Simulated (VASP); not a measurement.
A run of VASP 6.6.1 is set up as follows.

Contents of POSCAR:

```
ZnS
1.0
    3.6966688181      0.0000000000      0.0000000000
   -1.8483344091      3.3004217586      0.0000000000
    0.0000000000      0.0000000000      6.2340000000
Zn S
2 2
Direct
    0.3333333333      0.6666666667      0.0000000000
    0.6666666667      0.3333333333      0.5000000000
    0.3333333333      0.6666666667      0.3850000000
    0.6666666667      0.3333333333      0.8850000000
```

Contents of INCAR.step1:

```
ALGO = Normal ; EDIFF = 1E-4
ENCUT = 520 ; GGA = PE
ISMEAR = 0 ; LASPH = T
LCHARG = F ; LREAL = F
LWAVE = T ; NBANDS = 26
NELM = 100 ; PREC = Accurate
SIGMA = 0.05
```

File INCAR.step2:

```
ALGO = Normal ; EDIFF = 1E-7
ENCUT = 520 ; ISIF = 2
ISMEAR = 0 ; ISTART = 1
LASPH = T ; LCHARG = F
LMIXTAU = T ; LREAL = F
LWAVE = F ; METAGGA = R2SCAN
NBANDS = 26 ; NELM = 100
PREC = Accurate ; SIGMA = 0.05
```

File KPOINTS:

```
k-points
0
Gamma
  6 6 4
```

Potentials or basis: VASP PAW PBE potentials, release 64 (Zn, S).

Run with:

```sh
$ cat potpaw_PBE.64/Zn/POTCAR potpaw_PBE.64/S/POTCAR > POTCAR
$ cp INCAR.step1 INCAR
$ mpirun -np 1 vasp_std > vasp.out
$ cp INCAR.step2 INCAR
$ mpirun -np 1 vasp_std > vasp.out
```

Estimate the band gap on the k mesh.

2.87 eV, direct.

Estimate the largest force.

0.516 eV/Å.

Predict the pressure.

3.0 GPa.

Forces on the atoms (eV/Å):
```
Zn   0.000  0.187  0.451
Zn   0.000 -0.187  0.451
S    0.000  0.251 -0.451
S    0.000 -0.251 -0.451
```

Caveat: the cell differs from its parent crystal (strain -0.0300 x Voigt [1, 0, 0, 0, 0, 0]); the PAW data sets were made with another functional, which shifts forces and pressure a little.
